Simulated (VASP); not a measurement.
The system is AlN.

```
Al N
1.0
     2.99600    0.00000    0.00000
    -1.49800    2.59461    0.00000
     0.00000    0.00000    4.35040
Al N
2 2
Direct
  0.33333 0.66667 0.00152
  0.66667 0.33333 0.50152
  0.33333 0.66667 0.38348
  0.66667 0.33333 0.88348
```

| Item | Value |
| --- | --- |
| Program | VASP 6.6.1 |
| Task | relaxation of the atoms |
| Functional | LDA |
| Potentials or basis | VASP PAW LDA potentials, release 64 (Al, N) |
| Cutoff | 520 eV |
| k mesh | 9 × 9 × 6 |
| Occupations | gaussian, width 0.05 eV |
| Spin | no spin polarisation |

At the start: pressure 61.1 GPa; volume 8.45 Å³/atom.

Q: How do energy, volume and symmetry change on relaxing?

A: Over 4 steps the energy falls by 112.5 meV/atom; space group P6_3mc (No. 186, to 0.05 Å).

The path:
```csv
step,energy change (eV),largest force (eV/Å),pressure (GPa)
1,0.0000,3.5835,61.14
2,-0.1805,0.8608,51.00
3,-0.4499,0.0342,52.63
4,-0.4500,0.0070,52.70
```

Final structure:
```cif
data_structure
_symmetry_space_group_name_H-M 'P 1'
_symmetry_Int_Tables_number 1
_cell_length_a 2.9960
_cell_length_b 2.9960
_cell_length_c 4.3504
_cell_angle_alpha 90.000
_cell_angle_beta 90.000
_cell_angle_gamma 120.000
_cell_volume 33.82
loop_
_atom_site_label
_atom_site_type_symbol
_atom_site_fract_x
_atom_site_fract_y
_atom_site_fract_z
_atom_site_occupancy
Al1 Al 0.33333 0.66667 0.98438 1
Al2 Al 0.66667 0.33333 0.48438 1
N1 N 0.33333 0.66667 0.40062 1
N2 N 0.66667 0.33333 0.90062 1
```
